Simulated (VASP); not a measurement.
Input of a VASP 6.6.1 run:

Contents of INCAR:

```
PREC = Accurate
ENCUT = 600
EDIFF = 1E-6
ISMEAR = -1
SIGMA = 0.05
LREAL = False
LASPH = True
NELM = 80
ALGO = Fast
ISIF = 3
LWAVE = False
LCHARG = False
GGA = PE
IVDW = 13
IBRION = 2
NSW = 60
EDIFFG = -0.01
```

KPOINTS

```
regular mesh
0
Gamma
  7 7 10
```

POSCAR

```
Al
1.0
    4.4916000000      0.0000000000      0.0000000000
   -2.2458000000      3.8898400000      0.0000000000
    0.0000000000      0.0000000000      2.7226000000
Al
2
Direct
    0.3333300000      0.6666700000      0.0000000000
    0.6666700000      0.3333300000      0.0000000000
```

Potentials or basis: VASP PAW PBE potentials, release 64 (Al).

Run with:

```sh
$ cat potpaw_PBE.64/Al/POTCAR > POTCAR
$ mpirun -np 1 vasp_std > vasp.out
```

Predict the space group after relaxing (to 0.05 Å).

P6/mmm (No. 191).

What does it give for the relaxed cell?

a = 4.498 Å, b = 4.498 Å, c = 2.714 Å, α = 90.00°, β = 90.00°, γ = 120.00°.

Estimate the relaxed volume.

23.77 Å³/atom.

Predict the band gap on the k mesh.

zero (band 3 reaches 6.69 eV, above the bottom of band 4 at 3.19 eV).

Step by step:
```tsv
step	energy change (eV)	largest force (eV/Å)	pressure (GPa)	volume (Å³)
1	0.0000	0.0003	-0.03	47.57
2	-0.0003	0.0000	-0.01	47.53
3	-0.0004	0.0001	-0.03	47.54
```

Caveat: pairwise dispersion overbinds metals, which lowers pressure and volume.
